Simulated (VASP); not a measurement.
# Te2Mo in VASP: settings compared, part 2 of 3

VASP 6.6.1.

**4. Single point, BLYP**

This run uses another cell than the first one.

File INCAR:

```
SYSTEM = Te2Mo
PREC = Accurate ; ENCUT = 520
EDIFF = 1E-6 ; ISMEAR = -1
SIGMA = 0.05 ; LREAL = .False.
LASPH = .True. ; NELM = 80
ALGO = Normal ; ISIF = 2
LWAVE = .False. ; LCHARG = .False.
GGA = B5 ; ALDAX = 1.0
AGGAX = 1.0 ; AGGAC = 1.0
ALDAC = 0.0 ; NBANDS = 35
```

File KPOINTS:

```
regular mesh
0
Gamma
  4 8 1
  0 0 0
```

File POSCAR:

```
Te2Mo
1.0
    6.3189123666      0.0000000000      0.0000000000
    0.0000000000      3.4570439464      0.0000000000
   -0.0851657613      0.0000000000     35.9330919416
Te Mo
4 2
Direct
    0.4292511000      0.7500000000      0.5407035800
    0.5707489000      0.2500000000      0.4592964200
    0.9208478700      0.2500000000      0.5565273200
    0.0791521300      0.7500000000      0.4434726800
    0.1813475600      0.2500000000      0.4974653700
    0.8186524400      0.7500000000      0.5025346300
```

Potentials or basis: VASP PAW PBE potentials, release 64 (Te, Mo_sv).

Launch:

```bash
cat potpaw_PBE.64/Te/POTCAR potpaw_PBE.64/Mo_sv/POTCAR > POTCAR
mpirun -np 1 vasp_std > vasp.out
```

OUTCAR:

```text
SYSTEM = Te2Mo
   PREC = Accurate
   ENCUT = 520
   EDIFF = 1E-6
   ISMEAR = -1
   LREAL = .False.
   LASPH = .True.
   NELM = 80
   ISIF = 2
   GGA = B5

 ion  position               nearest neighbor table
   1  0.429  0.750  0.541-   5 2.80   5 2.80   6 2.82   2 3.52   2 3.52   3 3.60   3 3.60
   2  0.571  0.250  0.459-   6 2.80   6 2.80   5 2.82   1 3.52   1 3.52   4 3.60   4 3.60
   3  0.921  0.250  0.557-   6 2.68   6 2.68   5 2.69   1 3.60   1 3.60
   4  0.079  0.750  0.443-   5 2.68   5 2.68   6 2.69   2 3.60   2 3.60
   5  0.181  0.250  0.497-   4 2.68   4 2.68   3 2.69   1 2.80   1 2.80   2 2.82   6 2.88   6 2.88

   6  0.819  0.750  0.503-   3 2.68   3 2.68   4 2.69   2 2.80   2 2.80   1 2.82   5 2.88   5 2.88

  LATTYP: Found a simple monoclinic cell.
 ALAT       =     6.3189123666
 B/A-ratio  =     0.5470947761
 C/A-ratio  =     5.6866104138
 COS(beta)  =    -0.0023701139

  Lattice vectors:

 A1 = (   6.3189123666,   0.0000000000,   0.0000000000)
 A2 = (   0.0000000000,   3.4570439464,   0.0000000000)
 A3 = (  -0.0851657613,   0.0000000000,  35.9330919416)

Analysis of symmetry for initial positions (statically):
=====================================================================
 Subroutine PRICEL returns:
 Original cell was already a primitive cell.

 Routine SETGRP: Setting up the symmetry group for a
 simple monoclinic supercell.

 Subroutine GETGRP returns: Found  4 space group operations
 (whereof  2 operations were pure point group operations)
 out of a pool of  4 trial point group operations.

The static configuration has the point symmetry S_2 .
 The point group associated with its full space group is C_2h.

Analysis of symmetry for dynamics (positions and initial velocities):
=====================================================================
 Subroutine PRICEL returns:
 Original cell was already a primitive cell.
[... 126 lines left out ...]
     AMIX     =   0.40;   BMIX     =  1.00
     AMIX_MAG =   1.60;   BMIX_MAG =  1.00
  volume/ion in A,a.u.               =     130.82       882.85
  Fermi-wavevector in a.u.,A,eV,Ry     =   0.662413  1.251779  5.970109  0.438791
  Thomas-Fermi vector in A             =   1.735474
   LORBIT       =      0    0 simple, 1 ext, 2 COOP (PROOUT), +10 PAW based schemes
   GGA     = B5    functional components
   LHFCALC =     F    Hartree Fock is set to
   AEXX    =    0.0000 exact exchange contribution
   IVDW    =     0    specifies the selected vdW correction
   LEPSILON=     F    determine dielectric tensor
   LRPA    =     F    only Hartree local field effects (RPA)
 non-spin polarized calculation
  energy-cutoff  :      520.00
  volume of cell :      784.95
 maximum number of plane-waves:     21257
 NGX is ok and might be reduce to    48
   NGX = 23   NGY = 13   NGZ =133

 number of electron      51.9999996 magnetization

 Free energy of the ion-electron system (eV)
  ---------------------------------------------------
  ext. energy  EPLUGINS =         0.00000000
  ---------------------------------------------------
  free energy    TOTEN  =       -30.31461228 eV

  energy without entropy =      -30.30650929  energy(sigma->0) =      -30.31056079

 E-fermi :  -1.8632     XC(G=0):  -2.1754

 val. band max:       -2.0218246377   @ k =   0.0000   0.1250   0.0000
 cond. band min:      -1.8570373596   @ k =   0.0000   0.1250   0.0000
 fundamental gap:      0.1647872781
 Fermi energy:        -1.8631993177

 k-point     1 :       0.0000    0.0000    0.0000
  band No.  band energies     occupation
      1     -62.6707      2.00000
      2     -62.6070      2.00000
      3     -37.0639      2.00000
      4     -37.0046      2.00000
      5     -36.9457      2.00000
      6     -36.8295      2.00000
[... 559 lines left out ...]
     34       1.6343      0.00000
     35       2.8303      0.00000

------------------------ aborting loop because EDIFF is reached ----------------------------------------

  FORCE on cell =-STRESS in cart. coord.  units (eV):
  Direction    XX          YY          ZZ          XY          YZ          ZX
  --------------------------------------------------------------------------------------
  -------------------------------------------------------------------------------------
  Total        8.4209412      8.3266570      7.3377196      0.0000000      0.0000000     -0.1021935
  in kB       17.1881603     16.9957149     14.9771739      0.0000000      0.0000000     -0.2085893
  external PRESSURE =      16.3870163 kB  Pullay stress =       0.0000000 kB

 VOLUME and BASIS-vectors are now :
 -----------------------------------------------------------------------------
  energy-cutoff  :      520.00
  volume of cell :      784.95
      direct lattice vectors                 reciprocal lattice vectors
     6.318912367  0.000000000  0.000000000     0.158255083  0.000000000  0.000375084
     0.000000000  3.457043946  0.000000000     0.000000000  0.289264474  0.000000000
    -0.085165761  0.000000000 35.933091942     0.000000000  0.000000000  0.027829500

 POSITION                                       TOTAL-FORCE (eV/Angst)
 -----------------------------------------------------------------------------------
      2.66635      2.59278     19.42915         0.040368      0.000000      0.789587
      3.56740      0.86426     16.50394        -0.040368     -0.000000     -0.789587
      5.77136      0.86426     19.99775        -0.043486      0.000000      1.246947
      0.46239      2.59278     15.93534         0.043486     -0.000000     -1.246947
      1.10355      0.86426     17.87547         0.242630      0.000000      0.046485
      5.13019      2.59278     18.05762        -0.242630      0.000000     -0.046485
 -----------------------------------------------------------------------------------
    total drift:                                0.000000     -0.000000     -0.000000

  FREE ENERGIE OF THE ION-ELECTRON SYSTEM (eV)
  ---------------------------------------------------
  free  energy   TOTEN  =       -30.3146122826 eV

  energy  without entropy=      -30.3065092884  energy(sigma->0) =      -30.31056079
```

OSZICAR:

```text
N       E                     dE             d eps       ncg     rms          rms(c)
DAV:   1     0.433782029671E+03    0.43378E+03   -0.21398E+04  1322   0.105E+03
DAV:   2     0.149669772057E+02   -0.41882E+03   -0.40631E+03  1498   0.232E+02
DAV:   3    -0.296882095346E+02   -0.44655E+02   -0.43878E+02  1364   0.720E+01
DAV:   4    -0.314359913583E+02   -0.17478E+01   -0.17233E+01  1516   0.142E+01
[... 23 lines left out ...]
DAV:  28    -0.303146155057E+02    0.16053E-05   -0.12918E-05   928   0.202E-02    0.191E-04
DAV:  29    -0.303146133084E+02    0.21973E-05   -0.20251E-05   936   0.234E-02    0.105E-04
DAV:  30    -0.303146136755E+02   -0.36708E-06   -0.35557E-05   930   0.338E-02    0.680E-05
DAV:  31    -0.303146123296E+02    0.13458E-05   -0.13849E-05   930   0.215E-02    0.676E-05
DAV:  32    -0.303146122826E+02    0.47005E-07   -0.64915E-06   904   0.142E-02
   1 F= -.30314612E+02 E0= -.30310561E+02  d E =-.810299E-02
```

It took 11 min on 1 thread of Intel Xeon 6975P-C (Granite Rapids), shared host; peak memory 0.88 GiB.

What came out:

| Item | Value |
| --- | --- |
| Free energy | -30.3146 eV |
| Largest force | 1.248 eV/Å |
| Band gap on the k mesh | zero (bands 26 and 27 overlap by 0.19 eV) |

Forces in eV/Å, atoms in the order of the input:
```
Te   0.040  0.000  0.790
Te  -0.040  0.000 -0.790
Te  -0.043  0.000  1.247
Te   0.043  0.000 -1.247
Mo   0.243  0.000  0.046
Mo  -0.243  0.000 -0.046
```

Levels at points of the mesh, in eV from the Fermi level:
| k point | band 23 | band 24 | band 25 | band 26 | band 27 | band 28 | band 29 | band 30 |
| --- | --- | --- | --- | --- | --- | --- | --- | --- |
| (0.00, 0.00, 0.00) | -0.96 | -0.62 | -0.30 | 0.19 | 0.66 | 1.07 | 1.74 | 2.18 |
| (0.50, 0.00, 0.00) | -1.28 | -0.82 | -0.80 | -0.67 | 0.12 | 1.11 | 1.48 | 1.85 |
| (0.00, 0.50, 0.00) | -1.61 | -1.61 | -1.40 | -1.40 | 1.19 | 1.19 | 1.48 | 1.48 |
| (0.50, 0.50, 0.00) | -1.71 | -1.71 | -0.81 | -0.81 | 1.10 | 1.10 | 1.93 | 1.93 |

Caveat: there is no dipole correction, which matters where the two faces differ; the PAW data sets were made with another functional, which shifts forces and pressure a little; spin-orbit coupling is left out, which moves the levels of the heavy elements.

**5. Single point, BLYP**

This run uses another cell than the first one.

File INCAR:

```
SYSTEM = Te2Mo
  AGGAC = 1.0
  AGGAX = 1.0
  ALDAC = 0.0
  ALDAX = 1.0
  ALGO = Normal
  EDIFF = 1E-6
  ENCUT = 520
  GGA = B5
  ISIF = 2
  ISMEAR = -1
  LASPH = .True.
  LCHARG = .False.
  LREAL = .False.
  LWAVE = .False.
  NBANDS = 35
  NELM = 100
  PREC = Accurate
  SIGMA = 0.05
```

File KPOINTS:

```
k-points
0
Gamma
  4 8 1
  0 0 0
```

POSCAR, as its differences from that of step 4:

```diff
@@ -2,5 +2,5 @@
 1.0
-    6.3189123666      0.0000000000      0.0000000000
-    0.0000000000      3.4570439464      0.0000000000
-   -0.0851657613      0.0000000000     35.9330919416
+    6.3616090156      0.0000000000      0.0000000000
+    0.0000000000      3.4804030600      0.0000000000
+   -0.0857412231      0.0000000000     36.1758904685
 Te Mo
```

Launch:

```bash
cat potpaw_PBE.64/Te/POTCAR potpaw_PBE.64/Mo_sv/POTCAR > POTCAR
mpirun -np 1 vasp_std > vasp.out
```

Run time: 12 min. Hardware: 1 thread of Intel Xeon 6975P-C (Granite Rapids), shared host; peak memory 0.9 GiB.

Results (log left out):

```yaml
Free_energy: -30.4571 eV
Largest_force: 0.894 eV/Å
Band_gap_on_the_k_mesh: zero (bands 26 and 27 overlap by 0.17 eV)
```

Forces in eV/Å, atoms in the order of the input:
```
Te   0.017  0.000  0.583
Te  -0.017  0.000 -0.583
Te  -0.034  0.000  0.894
Te   0.034  0.000 -0.894
Mo   0.164  0.000  0.024
Mo  -0.164  0.000 -0.024
```

Levels at points of the mesh, in eV from the Fermi level:
```
           k point  band 24  band 25  band 26  band 27  band 28  band 29
(0.00, 0.00, 0.00)    -0.61    -0.30     0.18     0.65     1.03     1.70
(0.50, 0.00, 0.00)    -0.79    -0.78    -0.66     0.13     1.06     1.46
(0.00, 0.50, 0.00)    -1.58    -1.37    -1.37     1.16     1.16     1.44
(0.50, 0.50, 0.00)    -1.68    -0.80    -0.80     1.07     1.07     1.89
```

Caveat: there is no dipole correction, which matters where the two faces differ; the PAW data sets were made with another functional, which shifts forces and pressure a little; spin-orbit coupling is left out, which moves the levels of the heavy elements.

(Part 2 of 3 ends here.)

The gap in the log of VASP goes by the Fermi energy; the results here count the filled bands.